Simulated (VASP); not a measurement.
Write the native input for VASP 6.6.1 that does the following.

| Property | Result |
| --- | --- |
| Task | single point |
| Functional | PBE |
| Potentials or basis | VASP PAW PBE potentials, release 64 (Ga_d) |
| Cutoff | 520 eV |
| k mesh | 10 × 10 × 8 |
| Occupations | fermi-dirac, width 0.05 eV |
| Spin | no spin polarisation |
| Dipole correction | no |
| Further INCAR settings | ALGO = Fast; EDIFF = 1e-06; NBANDS = 20 |

The structure of Ga lies in POSCAR:

```
Ga
1.0
    1.4500000000     -4.0650000000      0.0000000000
    1.4500000000      4.0650000000      0.0000000000
    0.0000000000      0.0000000000      3.1700000000
Ga
2
Direct
    0.1426510000      0.8836200000      0.7521610000
    0.8630400000      0.1461870000      0.2619770000
```

This cell differs from its parent crystal: atoms moved at random.

These files were run (other wordings do the same):

INCAR

```
SYSTEM = Ga
ALGO = Fast
EDIFF = 1E-6
ENCUT = 520
GGA = PE
ISIF = 2
ISMEAR = -1
LASPH = .True.
LCHARG = .False.
LREAL = .False.
LWAVE = .False.
NBANDS = 20
NELM = 60
PREC = Accurate
SIGMA = 0.05
```

KPOINTS

```
k-points
0
Gamma
  10 10 8
  0 0 0
```

Potentials or basis: VASP PAW PBE potentials, release 64 (Ga_d).

Command:

```sh
$ cat potpaw_PBE.64/Ga_d/POTCAR > POTCAR
$ mpirun -np 1 vasp_std > vasp.out
```

It gave:

```json
{"Pressure": "1.7 GPa", "Largest force": "0.060 eV/Å", "Band gap on the k mesh": "zero (bands 13 and 14 overlap by 9.11 eV)"}
```

Caveat: the cell differs from its parent crystal (atoms moved at random).

It took 95 s on 1 thread of Intel(R) Xeon(R) 6975P-C (Granite Rapids) (shared host), peak memory 0.34 GiB.
